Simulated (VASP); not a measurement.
Input of a VASP 6.6.1 run:

Contents of POSCAR:

```
BN
1.0
    0.0000000000      3.4953158300      2.1660912400
    1.2516321000      0.0000000000      2.1660912400
    1.2516321000      3.4953158300      0.0000000000
B N
1 1
Direct
    0.0000486500      0.0000486500      0.9999513500
    0.8595466403      0.7507526818      0.0797629830
```

File INCAR.step1:

```
PREC = Accurate
ENCUT = 520
ISMEAR = 0
SIGMA = 0.05
LREAL = F
LASPH = T
NELM = 80
NBANDS = 11
GGA = PE
ALGO = Normal
EDIFF = 1E-4
LWAVE = T
LCHARG = F
```

The input INCAR.step2:

```
PREC = Accurate
ENCUT = 520
EDIFF = 1E-7
ISMEAR = 0
SIGMA = 0.05
LREAL = F
LASPH = T
NELM = 80
ALGO = Normal
ISIF = 2
LWAVE = F
LCHARG = T
METAGGA = R2SCAN
LMIXTAU = T
LELF = T
LVHAR = T
NBANDS = 11
ISTART = 1
```

File KPOINTS:

```
Automatic mesh
0
Gamma
  12 12 12
```

Potentials or basis: VASP PAW PBE potentials, release 64 (B, N).

Run with:

```console
$ cat potpaw_PBE.64/B/POTCAR potpaw_PBE.64/N/POTCAR > POTCAR
$ cp INCAR.step1 INCAR
$ mpirun -np 1 vasp_std > vasp.out
$ cp INCAR.step2 INCAR
$ mpirun -np 1 vasp_std > vasp.out
```

Estimate the band gap on the k mesh.

3.94 eV (least direct gap 4.87 eV).

Estimate the pressure.

224.5 GPa.

What does it give for the largest force?

93.474 eV/Å.

Forces in eV/Å, atoms in the order of the input:
```
B    24.074  17.128  88.682
N   -24.074 -17.128 -88.682
```

Caveat: the cell differs from its parent crystal (atom 2 (N) moved by (-0.300, +0.600) A along [1 1 0] and z); atoms lie so close that the PAW spheres overlap strongly, which falsifies energies and pressures; the stress differs along the axes, from 29 to 589 GPa; the PAW data sets were made with another functional, which shifts forces and pressure a little. A k mesh can miss the band edges.
